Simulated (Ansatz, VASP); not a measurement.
**S in VASP and in Ansatz**

```
CELL_PARAMETERS angstrom
0.00000 2.07567 2.07567
2.07567 0.00000 2.07567
2.07567 2.07567 0.00000
ATOMIC_POSITIONS crystal
S 0.87500 0.87500 0.87500
S 0.12500 0.12500 0.12500
```

Change from the starting cell: volume scaled by 0.4, LAPW.

Alike in both runs: task single point; functional LDA; k mesh 13 × 13 × 13; occupations fermi-dirac, width 0.05 eV; no spin polarisation.

|  | VASP | Ansatz |
| --- | --- | --- |
| version | VASP 6.6.1 | Ansatz 0.2.0 |
| potentials or method | VASP PAW LDA potentials, release 64 (S), cutoff 520 eV | all-electron LAPW, scalar-relativistic |

|  | VASP | Ansatz | Ansatz less VASP |
| --- | --- | --- | --- |
| pressure (GPa) | 186.8 | 191.9 | +5.11 |

LDA's correlation is that of Perdew and Zunger in VASP and of Perdew and Wang (1992) in Ansatz. Both programs put the cell under a high pressure, so it lies far from rest at this level. Ansatz ran all-electron here, and VASP with PAW potentials.

Noted on VASP's run: the cell as given lies far from equilibrium.
